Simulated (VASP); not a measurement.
# Al: single point with PBEsol

Crystal: Al.

```
Al
1.0
     2.53121    0.00000    0.00000
    -1.26560    2.19209    0.00000
     0.00000    0.00000    4.86685
Al
2
Direct
  0.66667 0.33333 0.75000
  0.33333 0.66667 0.25000
```

This cell differs from its parent crystal: strain -0.1000 x Voigt [1, 1, 0, 0, 0, 0].

- Program: VASP 6.6.1
- Task: single point
- Functional: PBEsol
- Potentials or basis: VASP PAW PBE potentials, release 64 (Al)
- Cutoff: 520 eV
- k mesh: 18 × 18 × 10
- Occupations: gaussian, width 0.15 eV
- Spin: no spin polarisation
- Dipole correction: no
- Further INCAR settings: ALGO = Normal; EDIFF = 1e-06; NBANDS = 10

The pressure is 27.9 GPa and the band gap on the k mesh is zero (bands 3 and 4 overlap by 5.87 eV).

Stress tensor (GPa, compression positive):
```
37.77  0.00  0.00
 0.00 37.77  0.00
 0.00  0.00  8.07
```

Levels at points of the mesh, in eV from the Fermi level:
```
           k point  band 1  band 2  band 3  band 4  band 5  band 6  band 7  band 8
(0.00, 0.00, 0.00)  -12.51   -6.65   -6.20    9.86   11.08   14.46   14.46   15.21
(0.50, 0.00, 0.00)   -5.32   -4.96    0.18    0.77    1.16    1.31    9.10   10.45
(0.00, 0.00, 0.50)  -10.96  -10.96    0.85    0.85   15.13   15.13   15.13   15.13
(0.50, 0.00, 0.50)   -4.24   -4.24   -2.88   -2.88    7.22    7.22    7.87    7.87
```

It took 89 s on 1 thread of AMD EPYC 7R43 64-Core Processor (Zen 3) (shared host), peak memory 0.13 GiB.

Caveat: the cell differs from its parent crystal (strain -0.1000 x Voigt [1, 1, 0, 0, 0, 0]); the stress differs along the axes, from 8 to 38 GPa; the PAW data sets were made with another functional, which shifts forces and pressure a little.
